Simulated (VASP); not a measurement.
Here is a VASP 6.6.1 calculation.

INCAR

```
PREC = Accurate
ENCUT = 520
EDIFF = 1E-7
ISMEAR = -1
SIGMA = 0.1
LREAL = F
LASPH = T
NELM = 60
ALGO = Normal
ISIF = 2
LWAVE = F
LCHARG = F
GGA = PE
NBANDS = 16
```

File KPOINTS:

```
regular mesh
0
Gamma
  11 11 11
```

POSCAR

```
CdSe
1.0
    0.0000000000      3.0980889089      3.0980889089
    3.0980889089      0.0000000000      3.0980889089
    3.0980889089      3.0980889089      0.0000000000
Cd Se
1 1
Direct
    0.0000000000      0.0000000000      0.0000000000
    0.2500000000      0.2500000000      0.2500000000
```

Potentials or basis: VASP PAW PBE potentials, release 64 (Cd, Se).

The run is started by

```sh
$ cat potpaw_PBE.64/Cd/POTCAR potpaw_PBE.64/Se/POTCAR > POTCAR
$ mpirun -np 1 vasp_std > vasp.out
```

**Question.** What does it give for the band gap on the k mesh?

**Answer.** 0.49 eV, direct.

**Question.** Predict the pressure.

**Answer.** 0.2 GPa.

As with any semilocal functional, this PBE gap is likely too small.
